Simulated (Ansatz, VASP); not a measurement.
**Two plane-wave programs on Sr**

```
Sr
1.0
     4.19510    0.00000    0.00000
    -2.09755    3.63306    0.00000
     0.00000    0.00000    6.90707
Sr
2
Direct
  0.33333 0.66667 0.25000
  0.66667 0.33333 0.75000
```

Alike in both runs: task single point; functional r2SCAN; k mesh 10 × 10 × 5; occupations fermi-dirac, width 0.1 eV; no spin polarisation.

|  | VASP | Ansatz |
| --- | --- | --- |
| version | VASP 6.6.1 | Ansatz 0.2.0 |
| potentials or method | VASP PAW PBE potentials, release 64 (Sr_sv), cutoff 520 eV | plane waves (500 eV) with PAW, scalar-relativistic |
| valence electrons in the cell | 20 | 20 |

|  | VASP | Ansatz | Ansatz less VASP |
| --- | --- | --- | --- |
| pressure (GPa) | 1.1 | 1.1 | -0.02 |
| traceless stress, the component that is largest in VASP (GPa) | 0.09 | 0.10 | +0.001 |

VASP's potentials were made for PBE, not for r2SCAN. The functional is the same, so the differences come from potentials, cutoffs and numerics.
